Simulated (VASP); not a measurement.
Write the native input for VASP 6.6.1 that does the following.

```
Task                   : single point
Functional             : r2SCAN
Potentials or basis    : VASP PAW PBE potentials, release 64 (Sr_sv)
Cutoff                 : 520 eV
k mesh                 : 14 × 14 × 14
Occupations            : gaussian, width 0.15 eV
Spin                   : no spin polarisation
Dipole correction      : no
Further INCAR settings : ALGO = Normal; EDIFF = 1e-06; NBANDS = 11
```

Crystal: Sr.

```
Sr
1.0
    -2.49775    2.49775    2.35225
     2.49775   -2.49775    2.35225
     2.49775    2.49775   -2.35225
Sr
1
Direct
  0.00000 0.00000 0.00000
```

This cell differs from its parent crystal: strain +0.030 along x and y, -0.030 along z.

The input as run:

POSCAR

```
Sr
1.0
   -2.4977500000      2.4977500000      2.3522500000
    2.4977500000     -2.4977500000      2.3522500000
    2.4977500000      2.4977500000     -2.3522500000
Sr
1
Direct
    0.0000000000      0.0000000000      0.0000000000
```

INCAR.step1

```
SYSTEM = Sr
PREC = Accurate
ENCUT = 520
ISMEAR = 0
SIGMA = 0.15
LREAL = .FALSE.
LASPH = .TRUE.
NELM = 60
NBANDS = 11
GGA = PE
ALGO = Normal
EDIFF = 1E-4
LWAVE = .TRUE.
LCHARG = .FALSE.
```

INCAR.step2

```
SYSTEM = Sr
PREC = Accurate
ENCUT = 520
EDIFF = 1E-6
ISMEAR = 0
SIGMA = 0.15
LREAL = .FALSE.
LASPH = .TRUE.
NELM = 60
ALGO = Normal
ISIF = 2
LWAVE = .FALSE.
LCHARG = .TRUE.
METAGGA = R2SCAN
LMIXTAU = .TRUE.
LELF = .TRUE.
LVHAR = .TRUE.
NBANDS = 11
ISTART = 1
```

KPOINTS

```
regular mesh
0
G
  14 14 14
  0 0 0
```

Potentials or basis: VASP PAW PBE potentials, release 64 (Sr_sv).

Launch:

```bash
$ cat potpaw_PBE.64/Sr_sv/POTCAR > POTCAR
$ cp INCAR.step1 INCAR
$ mpirun -np 1 vasp_std > vasp.out
$ cp INCAR.step2 INCAR
$ mpirun -np 1 vasp_std > vasp.out
```

It gave:

```json
{"Pressure": "-0.5 GPa", "Band gap on the k mesh": "zero (bands 5 and 6 overlap by 0.34 eV)"}
```

Caveat: the cell differs from its parent crystal (strain +0.030 along x and y, -0.030 along z); the PAW data sets were made with another functional, which shifts forces and pressure a little.

It took 2.7 min on 1 thread of Intel(R) Xeon(R) 6975P-C (Granite Rapids), on a shared host, peak memory 0.3 GiB.
